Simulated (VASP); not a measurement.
## SiO2: single point with r2SCAN

The system is SiO2.

```
CELL_PARAMETERS angstrom
4.10149 0.00000 0.00000
0.00000 4.10149 0.00000
0.00000 0.00000 2.61546
ATOMIC_POSITIONS crystal
Si 0.00000 0.00000 0.00000
Si 0.50000 0.50000 0.50000
O 0.30415 0.30415 0.00000
O 0.19585 0.80415 0.50000
O 0.80415 0.19585 0.50000
O 0.69585 0.69585 0.00000
```

This cell differs from its parent crystal: strain -2.0%.

* Program: VASP 6.6.1
* Task: single point
* Functional: r2SCAN
* Potentials or basis: VASP PAW PBE potentials, release 64 (Si, O)
* Cutoff: 520 eV
* k mesh: 6 × 6 × 10
* Occupations: gaussian, width 0.01 eV
* Spin: no spin polarisation

The pressure is 22.5 GPa. The largest force is 0.027 eV/Å and the band gap on the k mesh is 7.60 eV.

Forces on the atoms (eV/Å):
```
Si   0.000  0.000  0.000
Si   0.000  0.000  0.000
O   -0.019 -0.019  0.000
O    0.019 -0.019  0.000
O   -0.019  0.019  0.000
O    0.019  0.019  0.000
```

Stress tensor (GPa, compression positive):
```
20.22  0.00  0.00
 0.00 20.22  0.00
 0.00  0.00 27.06
```

Levels at points of the mesh, in eV from the valence-band top:
```tsv
k point	band 12	band 13	band 14	band 15	band 16	band 17	band 18	band 19	band 20	band 21
(0.00, 0.00, 0.00)	-3.35	-2.50	-0.95	-0.95	0.00	7.60	7.92	9.96	9.96	12.11
(0.50, 0.00, 0.00)	-4.28	-2.82	-2.82	-1.14	-1.14	9.53	9.53	10.55	10.55	12.52
(0.50, 0.50, 0.00)	-3.50	-2.92	-2.92	-2.56	-2.56	9.20	9.20	11.68	11.68	15.01
(0.00, 0.00, 0.50)	-5.00	-3.45	-3.45	-2.92	-2.92	10.95	10.95	14.34	14.34	14.87
(0.50, 0.00, 0.50)	-4.36	-2.47	-2.47	-1.97	-1.97	10.36	10.36	11.58	11.58	13.64
(0.50, 0.50, 0.50)	-4.76	-1.85	-1.85	-1.77	-1.77	8.78	8.78	12.54	12.54	12.91
```

It took 120 s on 1 thread of Intel(R) Xeon(R) Platinum 8488C (Sapphire Rapids), with other jobs on the host, peak memory 0.18 GiB.

Caveat: the cell differs from its parent crystal (strain -2.0%); the cell stands under pressure; the PAW data sets were made with another functional, which shifts forces and pressure a little. A k mesh can miss the band edges.
